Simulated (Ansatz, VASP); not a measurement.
**Two plane-wave programs on CoSi2**

Contents of INCAR:

```
SYSTEM = CoSi2
ALGO = Normal ; EDIFF = 1E-6
ENCUT = 520 ; GGA = PS
ISIF = 2 ; ISMEAR = 0
LASPH = .True. ; LCHARG = .False.
LREAL = .False. ; LWAVE = .False.
NBANDS = 16 ; NELM = 80
PREC = Accurate ; SIGMA = 0.15
```

The input KPOINTS:

```
k-points
0
Gamma
  16 16 16
  0 0 0
```

The input POSCAR:

```
CoSi2
1.0
    0.0000000000      2.6562539604      2.6562539604
    2.6562539604      0.0000000000      2.6562539604
    2.6562539604      2.6562539604      0.0000000000
Co Si
1 2
Direct
    0.0000000000      0.0000000000      0.0000000000
    0.2785278531      0.2785278531      0.2785278531
    0.7214721469      0.7214721469      0.7214721469
```

Input for Ansatz:

```yaml
crystal:
  lattice:
    - [0.0, 2.6562539604, 2.6562539604]
    - [2.6562539604, 0.0, 2.6562539604]
    - [2.6562539604, 2.6562539604, 0.0]
  atoms:
    - { symbol: Co, position: [0.0, 0.0, 0.0] }
    - { symbol: Si, position: [0.2785278531, 0.2785278531, 0.2785278531] }
    - { symbol: Si, position: [0.7214721469, 0.7214721469, 0.7214721469] }
basis:
  ecutwfc: 420
kpoints:
  mp_grid: { grid: [16, 16, 16] }
hamiltonian:
  xc: pbesol
scf:
  occupations: { method: gaussian, width: 0.15 }
output:
  forces: true
  stress: true
  eigenvalues: true
```

Change from the starting cell: mode 4 (341.3 1/cm) frozen in, largest displacement +0.263 Å.

Alike in both runs: task single point; functional PBEsol; k mesh 16 × 16 × 16; occupations gaussian, width 0.15 eV; no spin polarisation.

|  | VASP | Ansatz |
| --- | --- | --- |
| version | VASP 6.6.1 | Ansatz 0.2.0 |
| potentials or method | VASP PAW PBE potentials, release 64 (Co, Si), cutoff 520 eV | scalar-relativistic, plane waves, PAW |
| valence electrons in the cell | 17 | 25 |

Ansatz gave:

- gap on the k mesh at the Fermi level (eV): none
- pressure (GPa): 9.4
- traceless stress, the component that is largest in VASP (GPa): -9.86
- rms of the force components (eV/Å): 1.119

Which values does VASP return?

gap on the k mesh at the Fermi level (eV): none; pressure (GPa): 9.6; traceless stress, the component that is largest in VASP (GPa): -9.96; rms of the force components (eV/Å): 1.126.

VASP's potentials were made for PBE, not for PBEsol. Atom by atom the forces differ by 0.007 eV/Å (rms over components). A gap of «none» marks a metal or a gap that the smearing closes. VASP's potentials hold 17 valence electrons a cell and Ansatz's 25, so a difference there can come from the potentials and not from the codes.
